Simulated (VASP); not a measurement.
# SnSe2 in VASP: notebook, part 2 of 2

VASP 6.6.1.

**3. Single point, PBE+D3(BJ)**

This run uses another cell than the first one: it holds 6 atoms, not 3.

Input file INCAR:

```
ALGO     = Normal         # electronic algorithm
EDIFF    = 1E-6           # SCF threshold, eV
ENCUT    = 520            # plane-wave cutoff, eV
GGA      = PE             # functional
ISIF     = 2              # what is computed and relaxed
ISMEAR   = 0              # smearing method
IVDW     = 12             # dispersion correction
LASPH    = True           # aspherical terms in the spheres
LCHARG   = True           # write CHGCAR
LELF     = True           # ELF
LREAL    = False          # projectors in reciprocal space
LVHAR    = True         
LWAVE    = False          # write WAVECAR
NBANDS   = 35             # bands
NELM     = 100            # most SCF steps
PREC     = Accurate       # precision mode
SIGMA    = 0.1            # smearing width, eV
```

Input file KPOINTS:

```
k-points
0
Gamma
  4 2 2
```

Input file POSCAR:

```
SnSe2
1.0
   -2.0531084807      3.5493672612      0.0085258520
   -0.0248306928      0.0001987874      5.8402145444
    6.0770180574      3.5021568030     -0.0278891474
Sn Se
2 4
Direct
   -0.0004476634      0.5023718760      0.0008534332
    0.5004384905      0.4978702896      0.5007619732
    0.5006833846      0.2136366110      0.1644023047
    1.0016147062      0.2122154247      0.6653264170
    0.4985090328      0.7876682296      0.1679897636
    0.9992020494      0.7862375691      0.6673327751
```

Potentials or basis: VASP PAW PBE potentials, release 64 (Sn_d, Se).

Command:

```sh
> cat potpaw_PBE.64/Sn_d/POTCAR potpaw_PBE.64/Se/POTCAR > POTCAR
> mpirun -np 1 vasp_std > vasp.out
```

OUTCAR:

```text
EDIFF = 1E-6
   ENCUT = 520
   GGA = PE
   ISIF = 2
   ISMEAR = 0
   IVDW = 12
   LASPH = True
   LREAL = False
   NELM = 100
   PREC = Accurate
 IVDW          = 12

 ion  position               nearest neighbor table
   1  1.000  0.502  0.001-   6 2.88   5 2.88   5 2.89   4 2.89   3 2.89   3 2.90
   2  0.500  0.498  0.501-   3 2.87   4 2.89   4 2.89   5 2.89   6 2.89   6 2.89
   3  0.501  0.214  0.164-   5 2.49   2 2.87   1 2.89   1 2.90
   4  0.002  0.212  0.665-   6 2.49   2 2.89   1 2.89   2 2.89
   5  0.499  0.788  0.168-   3 2.49   1 2.88   1 2.89   2 2.89
   6  0.999  0.786  0.667-   4 2.49   1 2.88   2 2.89   2 2.89

  LATTYP: Found a triclinic cell.
 ALAT       =     7.1501758417
 B/A-ratio  =     0.5734693506
 C/A-ratio  =     1.2716857844
 COS(alpha) =     0.0014725879
 COS(beta)  =     0.5206578705
 COS(gamma) =     0.5769305793

  Lattice vectors:

 A1 = (   2.0779391735,  -3.5495660486,  -5.8487403964)
 A2 = (   2.0531084807,  -3.5493672612,  -0.0085258520)
 A3 = (  -6.0521873646,  -3.5023555904,  -5.8123253970)

Analysis of symmetry for initial positions (statically):
=====================================================================
 Subroutine PRICEL returns:
 Original cell was already a primitive cell.

 Routine SETGRP: Setting up the symmetry group for a
 triclinic supercell.

 Subroutine GETGRP returns: Found  1 space group operations
 (whereof  1 operations were pure point group operations)
 out of a pool of  2 trial point group operations.

The static configuration has the point symmetry C_1 .

Analysis of symmetry for dynamics (positions and initial velocities):
=====================================================================
 Subroutine PRICEL returns:
 Original cell was already a primitive cell.

 Routine SETGRP: Setting up the symmetry group for a
 triclinic supercell.

 Subroutine GETGRP returns: Found  1 space group operations
 (whereof  1 operations were pure point group operations)
 out of a pool of  2 trial point group operations.

The dynamic configuration has the point symmetry C_1 .
[... 117 lines left out ...]
  Thomas-Fermi vector in A             =   2.244006
   LORBIT       =      0    0 simple, 1 ext, 2 COOP (PROOUT), +10 PAW based schemes
   GGA     = PE    functional components
   LHFCALC =     F    Hartree Fock is set to
   AEXX    =    0.0000 exact exchange contribution
   IVDW    =    12    specifies the selected vdW correction
   LEPSILON=     F    determine dielectric tensor
   LRPA    =     F    only Hartree local field effects (RPA)
 non-spin polarized calculation
 Gauss-broadening in eV      SIGMA  =   0.10
  energy-cutoff  :      520.00
  volume of cell :      167.96
 maximum number of plane-waves:      4544
   NGX = 15   NGY = 21   NGZ = 27

 number of electron      51.9999994 magnetization

 Free energy of the ion-electron system (eV)
  ---------------------------------------------------
  ext. energy  EPLUGINS =         0.00000000
  ---------------------------------------------------
  free energy    TOTEN  =       -23.71441927 eV

  energy without entropy =      -23.71441927  energy(sigma->0) =      -23.71441927

 E-fermi :   4.4146     XC(G=0):  -9.1080

 val. band max:        4.0216143739   @ k =   0.0000   0.0000   0.0000
 cond. band min:       4.8076373468   @ k =   0.0000   0.5000   0.0000
 fundamental gap:      0.7860229729
 Fermi energy:         4.4146067522

 k-point     1 :       0.0000    0.0000    0.0000
  band No.  band energies     occupation
      1     -17.3436      2.00000
      2     -17.3340      2.00000
      3     -17.3328      2.00000
      4     -17.3265      2.00000
      5     -17.3083      2.00000
      6     -17.3080      2.00000
[... 445 lines left out ...]
     34       9.1745      0.00000
     35      10.3582      0.00000

------------------------ aborting loop because EDIFF is reached ----------------------------------------

 Edisp (eV)   -1.95953

 E8    (eV) :    -0.8518

  FORCE on cell =-STRESS in cart. coord.  units (eV):
  Direction    XX          YY          ZZ          XY          YZ          ZX
  --------------------------------------------------------------------------------------
  -------------------------------------------------------------------------------------
  Total       0.06796     0.10584     0.13886     0.02622    -0.00930     0.03888
  in kB       0.64832     1.00959     1.32461     0.25015    -0.08867     0.37085
  external pressure =        0.99 kB  Pullay stress =        0.00 kB

 VOLUME and BASIS-vectors are now :
 -----------------------------------------------------------------------------
  energy-cutoff  :      520.00
  volume of cell :      167.96
      direct lattice vectors                 reciprocal lattice vectors
    -2.053108481  3.549367261  0.008525852    -0.121774668  0.211301851 -0.000524939
    -0.024830693  0.000198787  5.840214544     0.000767130  0.000032434  0.171229847
     6.077018057  3.502156803 -0.027889147     0.123416195  0.071388043  0.000522296

 POSITION                                       TOTAL-FORCE (eV/Angst)
 -----------------------------------------------------------------------------------
     -2.05948      3.55087      2.94246         0.004389      0.000126     -0.019516
      2.00332      3.53009      2.89797         0.009228     -0.001408      0.003169
     -0.03419      2.35291      1.24737         0.004276      0.005015     -0.012871
      4.03462      2.33585      1.22084         0.004543      0.001516     -0.009506
     -0.02217      2.35787      4.59972        -0.007551     -0.000807      0.019886
      1.98440      5.88380      4.58170        -0.014885     -0.004442      0.018838
 -----------------------------------------------------------------------------------
    total drift:                                0.000806      0.000496     -0.000019

  FREE ENERGIE OF THE ION-ELECTRON SYSTEM (eV)
  ---------------------------------------------------
  free  energy   TOTEN  =       -25.6739524804 eV

  energy  without entropy=      -25.6739524790  energy(sigma->0) =      -25.67395248
```

stdout:

```text
POSCAR found type information on POSCAR SnSe
 POSCAR found :  2 types and       6 ions
 scaLAPACK will be used
 LDA part: xc-table for (Slater+PW92), standard interpolation
 POSCAR, INCAR and KPOINTS ok, starting setup
 FFT: planning ... GRIDC
 FFT: planning ... GRID_SOFT
 FFT: planning ... GRID
 WAVECAR not read
 entering main loop
```

It took 2.2 min on 1 thread of Intel Xeon 8259CL, shared host; peak memory 0.26 GiB.

Results:

| Quantity | Value |
| --- | --- |
| Free energy | -25.6740 eV |
| Pressure | 0.1 GPa |
| Largest force | 0.024 eV/Å |
| Band gap on the k mesh | 0.79 eV |
| Dispersion energy per atom | -0.327 eV |

Forces in eV/Å, atoms in the order of the input:
```
Sn   0.004  0.000 -0.020
Sn   0.009 -0.001  0.003
Se   0.004  0.005 -0.013
Se   0.005  0.002 -0.010
Se  -0.008 -0.001  0.020
Se  -0.015 -0.004  0.019
```

Caveat: the k points lie up to 0.54 Å⁻¹ apart; semilocal functionals underestimate gaps, and a narrow one can read as zero; spin-orbit coupling is left out, which moves the levels of the heavy elements. A k mesh can miss the band edges.

**4. Single point, PBE+D3(BJ)**

This run uses another cell than the first one: it holds 6 atoms, not 3.

Input file INCAR:

```
SYSTEM = SnSe2
PREC = Accurate
ENCUT = 520
EDIFF = 1E-6
ISMEAR = 0
SIGMA = 0.1
LREAL = .False.
LASPH = .True.
NELM = 80
ALGO = Normal
ISIF = 2
LWAVE = .False.
LCHARG = .False.
GGA = PE
IVDW = 12
NBANDS = 35
```

Input file KPOINTS:

```
regular mesh
0
Gamma
  4 2 2
  0 0 0
```

Input file POSCAR:

```
SnSe2
1.0
   -2.0564505290      3.5618767995      0.0000000000
    0.0000000000      0.0000000000      5.8693322466
    6.1693515871      3.5618767995      0.0000000000
Sn Se
2 4
Direct
    0.0000000000      0.5000000000      0.0000000000
    0.5000000000      0.5000000000      0.5000000000
    0.5000000000      0.2121273981      0.1666666667
    1.0000000000      0.2121273981      0.6666666667
    0.5000000000      0.7878726019      0.1666666667
    1.0000000000      0.7878726019      0.6666666667
```

Command:

```sh
> cat potpaw_PBE.64/Sn_d/POTCAR potpaw_PBE.64/Se/POTCAR > POTCAR
> mpirun -np 1 vasp_std > vasp.out
```

Run time: 2.2 min. Hardware: 1 thread of Intel Xeon 8259CL, shared host; peak memory 0.27 GiB.

It converged, with:

| Quantity | Value |
| --- | --- |
| Free energy | -25.6621 eV |
| Pressure | -1.0 GPa |
| Largest force | 0.088 eV/Å |
| Band gap on the k mesh | 0.83 eV |
| Dispersion energy per atom | -0.318 eV |

Forces in eV/Å, atoms in the order of the input:
```
Sn   0.005  0.003  0.000
Sn   0.005  0.003  0.000
Se  -0.002 -0.001  0.088
Se  -0.002 -0.001  0.088
Se  -0.002 -0.001 -0.088
Se  -0.002 -0.001 -0.088
```

Stress tensor (GPa, compression positive):
```
-1.00 -0.13  0.00
-0.13 -0.85  0.00
 0.00  0.00 -1.18
```

Levels at points of the mesh, in eV from the valence-band top:
| k point | band 23 | band 24 | band 25 | band 26 | band 27 | band 28 | band 29 | band 30 |
| --- | --- | --- | --- | --- | --- | --- | --- | --- |
| (0.00, 0.00, 0.00) | -1.34 | -0.43 | 0.00 | 0.00 | 1.64 | 1.72 | 2.98 | 3.02 |
| (0.50, 0.00, 0.00) | -1.03 | -1.03 | -0.68 | -0.68 | 1.96 | 1.96 | 3.02 | 3.02 |
| (0.00, 0.50, 0.00) | -1.43 | -1.42 | -1.06 | -1.06 | 0.83 | 1.25 | 2.19 | 2.98 |
| (0.50, 0.50, 0.00) | -2.54 | -2.54 | -1.46 | -1.46 | 1.44 | 1.44 | 3.83 | 3.83 |
| (0.00, 0.00, 0.50) | -0.74 | -0.74 | -0.23 | -0.23 | 2.21 | 2.21 | 2.55 | 2.55 |
| (0.50, 0.00, 0.50) | -1.34 | -1.34 | -0.43 | -0.43 | 1.72 | 1.72 | 2.98 | 2.98 |
| (0.00, 0.50, 0.50) | -1.70 | -1.70 | -1.68 | -1.68 | 1.31 | 1.31 | 3.34 | 3.34 |
| (0.50, 0.50, 0.50) | -2.05 | -2.05 | -1.90 | -1.90 | 0.83 | 0.83 | 2.97 | 2.97 |

Caveat: the k points lie up to 0.54 Å⁻¹ apart; spin-orbit coupling is left out, which moves the levels of the heavy elements. A k mesh can miss the band edges.

**5. Single point, PBE+D3(BJ)**

This run uses another cell than the first one, of 28.66 Å³/atom.

Input file INCAR:

```
SYSTEM = SnSe2
PREC = Accurate
ENCUT = 520
EDIFF = 1E-6
ISMEAR = 0
SIGMA = 0.02
LREAL = .False.
LASPH = .True.
NELM = 100
ALGO = Normal
ISIF = 2
LWAVE = .False.
LCHARG = .True.
GGA = PE
IVDW = 12
LELF = .True.
LVHAR = .True.
NBANDS = 20
```

Input file KPOINTS:

```
regular mesh
0
Gamma
  12 12 6
  0 0 0
```

Input file POSCAR:

```
SnSe2
1.0
    4.1129010580      0.0000000000      0.0000000000
   -2.0564505290      3.5618767995      0.0000000000
    0.0000000000      0.0000000000      5.8693322466
Sn Se
1 2
Direct
    0.0000000000      0.0000000000      0.5000000000
    0.3333333333      0.6666666667      0.2121273981
    0.3333333333      0.6666666667      0.7878726019
```

Command:

```sh
> cat potpaw_PBE.64/Sn_d/POTCAR potpaw_PBE.64/Se/POTCAR > POTCAR
> mpirun -np 1 vasp_std > vasp.out
```

Wall time 3.7 min (1 thread of Intel Xeon 8259CL, shared host); peak memory 0.27 GiB.

The run converged. Its results:

- Free energy: -12.4593 eV
- Pressure: 0.0 GPa
- Largest force: 0.003 eV/Å
- Band gap on the k mesh: 0.67 eV (least direct gap 0.95 eV)
- Dispersion energy per atom: -0.318 eV

Forces in eV/Å, atoms in the order of the input:
```
Sn   0.000  0.000  0.000
Se   0.000  0.000  0.003
Se   0.000  0.000 -0.003
```

Levels at points of the mesh, in eV from the valence-band top:
```csv
k point,band 11,band 12,band 13,band 14,band 15,band 16
"(0.00, 0.00, 0.00)",-1.50,0.00,0.00,1.64,3.04,3.04
"(0.50, 0.00, 0.00)",-2.87,-1.33,-0.43,1.73,2.97,3.39
"(0.00, 0.00, 0.50)",-1.43,-1.06,-1.06,1.25,2.20,3.51
"(0.50, 0.00, 0.50)",-2.17,-2.05,-1.91,0.83,2.98,3.41
```

Caveat: semilocal functionals underestimate gaps, and a narrow one can read as zero; spin-orbit coupling is left out, which moves the levels of the heavy elements. A k mesh can miss the band edges.

**6. Single point, PBE+D3(BJ)**

This run uses another cell than the first one, of 28.67 Å³/atom.

Input file INCAR:

```
  ALGO = Normal
  EDIFF = 1E-7
  ENCUT = 520
  GGA = PE
  ISIF = 2
  ISMEAR = 0
  IVDW = 12
  LASPH = True
  LCHARG = False
  LREAL = False
  LWAVE = False
  NBANDS = 20
  NELM = 100
  PREC = Accurate
  SIGMA = 0.01
```

Input file KPOINTS:

```
k-points
0
Gamma
  12 12 6
```

Input file POSCAR:

```
SnSe2
1.0
    4.1133104827      0.0000000000      0.0000000000
   -2.0566552413      3.5622313717      0.0000000000
    0.0000000000      0.0000000000      5.8694535215
Sn Se
1 2
Direct
    0.0000000000      0.0000000000      0.5000000000
    0.3333333333      0.6666666667      0.2121390428
    0.3333333333      0.6666666667      0.7878609572
```

Potentials or basis: VASP PAW PBE potentials, release 64 (Sn_d, Se).

Command:

```sh
> cat potpaw_PBE.64/Sn_d/POTCAR potpaw_PBE.64/Se/POTCAR > POTCAR
> mpirun -np 1 vasp_std > vasp.out
```

Run time: 3.5 min. Hardware: 1 thread of Intel Xeon 8259CL, shared host; peak memory 0.27 GiB.

The run converged. Its results:

* Free energy: -12.4593 eV
* Pressure: 0.0 GPa
* Band gap on the k mesh: 0.67 eV (least direct gap 0.95 eV)
* Dispersion energy per atom: -0.318 eV

Forces in eV/Å, atoms in the order of the input:
```
Sn   0.000  0.000  0.000
Se   0.000  0.000  0.003
Se   0.000  0.000 -0.003
```

Levels at points of the mesh, in eV from the valence-band top:
```csv
k point,band 9,band 10,band 11,band 12,band 13,band 14,band 15,band 16,band 17,band 18
"(0.00, 0.00, 0.00)",-2.06,-2.06,-1.50,0.00,0.00,1.64,3.04,3.04,3.82,5.03
"(0.50, 0.00, 0.00)",-5.53,-2.98,-2.87,-1.33,-0.43,1.73,2.97,3.39,4.37,6.33
"(0.00, 0.00, 0.50)",-3.69,-1.43,-1.43,-1.06,-1.06,1.24,2.20,3.51,3.51,7.96
"(0.50, 0.00, 0.50)",-4.16,-3.02,-2.17,-2.05,-1.91,0.83,2.98,3.41,5.04,6.38
```

Caveat: semilocal functionals underestimate gaps, and a narrow one can read as zero; spin-orbit coupling is left out, which moves the levels of the heavy elements. A k mesh can miss the band edges.

**7. Summary**

```tsv
task	cell	k mesh	cutoff (eV)	smearing	gap on the mesh (eV)	pressure (GPa)	largest force (eV/Å)
relaxation of cell and atoms	relaxed from a = 3.112, b = 3.112, c = 6.193 Å, angles 90.0, 90.0, 120.0°, 3 atoms, atomic positions A	6 × 6 × 4	600	gaussian 0.1 eV	0.43	0.0	-
single point	a = 4.100, b = 5.840, c = 7.014 Å, angles 90.4, 90.1, 89.8°, 6 atoms, atomic positions B	4 × 2 × 2	520	gaussian 0.1 eV	0.79	0.1	0.02
single point	a = 4.113, b = 5.869, c = 7.124 Å, 6 atoms, atomic positions C	4 × 2 × 2	520	gaussian 0.1 eV	0.83	-1.0	0.09
single point	a = 4.113, b = 4.113, c = 5.869 Å, angles 90.0, 90.0, 120.0°, 3 atoms, atomic positions D	12 × 12 × 6	520	gaussian 0.02 eV	0.67	0.0	-
single point	a = 4.113, b = 4.113, c = 5.869 Å, angles 90.0, 90.0, 120.0°, 3 atoms, atomic positions D	12 × 12 × 6	520	gaussian 0.01 eV	0.67	0.0	-
```

Alike in all rows: level PBE+D3(BJ); potentials or basis VASP PAW PBE potentials, release 64 (Sn_d, Se); no spin polarisation.

Caveats: some runs use coarse meshes; spin-orbit coupling is left out, which moves the levels of the heavy elements; semilocal functionals underestimate gaps, and a narrow one can read as zero (at least some runs); the volume moved by over 15 % at a fixed basis, so the end points are rough (at least some runs).

Absolute energies hang on the potentials; compare differences alone.
